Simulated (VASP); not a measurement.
# Ge: single point with LDA

Ge:

```xyz
2
Lattice="0.0000 2.9075 2.9075 2.9075 0.0000 2.9075 2.9075 2.9075 0.0000" Properties=species:S:1:pos:R:3 pbc="T T T"
Ge    2.9075    2.9075    2.9075
Ge    4.3613    4.3613    4.3613
```

This cell differs from its parent crystal: volume 24.579 Å^3 an atom, c/a of the conventional cell 1.0000.

| Item | Value |
| --- | --- |
| Program | VASP 6.6.1 |
| Task | single point |
| Functional | LDA |
| Potentials or basis | VASP PAW LDA potentials, release 64 (Ge_d) |
| Cutoff | 520 eV |
| k mesh | 16 × 16 × 16 |
| Occupations | gaussian, width 0.15 eV |
| Spin | no spin polarisation |
| Dipole correction | no |
| Further INCAR settings | ALGO = Normal; EDIFF = 1e-06; NBANDS = 21 |

| Property | Result |
| --- | --- |
| Pressure | -5.6 GPa |
| Band gap on the k mesh | zero (band 14 reaches 3.95 eV, above the bottom of band 15 at 3.78 eV) |

Levels at points of the mesh, in eV from the Fermi level:
```tsv
k point	band 10	band 11	band 12	band 13	band 14	band 15	band 16	band 17	band 18	band 19
(0.00, 0.00, 0.00)	-24.58	-12.15	-0.81	0.06	0.06	0.06	2.54	2.54	2.54	6.06
(0.50, 0.00, 0.00)	-24.55	-10.26	-7.23	-1.23	-1.23	-0.11	3.72	3.72	6.96	9.93
(0.50, 0.50, 0.00)	-24.54	-8.58	-8.58	-2.74	-2.74	0.81	0.81	8.80	8.80	10.70
```

Wall time 35 s on 1 thread of Intel(R) Xeon(R) 6975P-C (Granite Rapids), with other jobs on the host, peak memory 0.23 GiB.
